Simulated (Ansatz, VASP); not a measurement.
HgTe in VASP and in Ansatz

Contents of INCAR:

```
SYSTEM = HgTe
PREC     = Accurate       ! precision mode
ENCUT    = 520            ! plane-wave cutoff, eV
EDIFF    = 1E-6           ! SCF threshold, eV
ISMEAR   = -1             ! smearing method
SIGMA    = 0.05           ! smearing width, eV
LREAL    = .FALSE.        ! projectors in reciprocal space
LASPH    = .TRUE.         ! aspherical terms in the spheres
NELM     = 60             ! most SCF steps
ALGO     = Normal         ! electronic algorithm
ISIF     = 2              ! what is computed and relaxed
LWAVE    = .FALSE.        ! write WAVECAR
LCHARG   = .FALSE.        ! write CHGCAR
GGA      = PS             ! functional
NBANDS   = 16             ! bands
```

File KPOINTS:

```
Automatic mesh
0
G
  7 7 7
  0 0 0
```

Contents of POSCAR:

```
HgTe
1.0
    0.0000000000      3.2357886999      3.2357886999
    3.2357886999      0.0000000000      3.2357886999
    3.2357886999      3.2357886999      0.0000000000
Hg Te
1 1
Direct
    0.0000000000      0.0000000000      0.0000000000
    0.7500000000      0.7500000000      0.7500000000
```

File input.yaml:

```yaml
crystal:
  lattice:
    - [0.0, 3.2357886999, 3.2357886999]
    - [3.2357886999, 0.0, 3.2357886999]
    - [3.2357886999, 3.2357886999, 0.0]
  atoms:
    - { symbol: Hg, position: [0.0, 0.0, 0.0] }
    - { symbol: Te, position: [0.75, 0.75, 0.75] }
kpoints:
  mp_grid: { grid: [7, 7, 7] }
scf:
  occupations: { method: fermi_dirac, width: 0.05 }
hamiltonian:
  xc: pbesol
  pseudopotentials: { kind: all_electron, lapw: { basis_error: 0.0005 } }
output:
  forces: true
  stress: true
  eigenvalues: true
```

Change from the starting cell: volume scaled by 1.02.

Alike in both runs: task single point; functional PBEsol; k mesh 7 × 7 × 7; occupations fermi-dirac, width 0.05 eV; no spin polarisation.

|  | VASP | Ansatz |
| --- | --- | --- |
| version | VASP 6.6.1 | Ansatz 0.2.0 |
| potentials or method | VASP PAW PBE potentials, release 64 (Hg, Te), cutoff 520 eV | all-electron LAPW, scalar-relativistic |

```csv
,VASP,Ansatz,Ansatz less VASP
gap on the k mesh at the Fermi level (eV),none,none,-
pressure (GPa),0.9,0.8,-0.11
```

VASP's potentials were made for PBE, not for PBEsol. A gap of «none» marks a metal or a gap that the smearing closes. Ansatz ran all-electron here, and VASP with PAW potentials.

Neither program's run includes spin-orbit coupling.
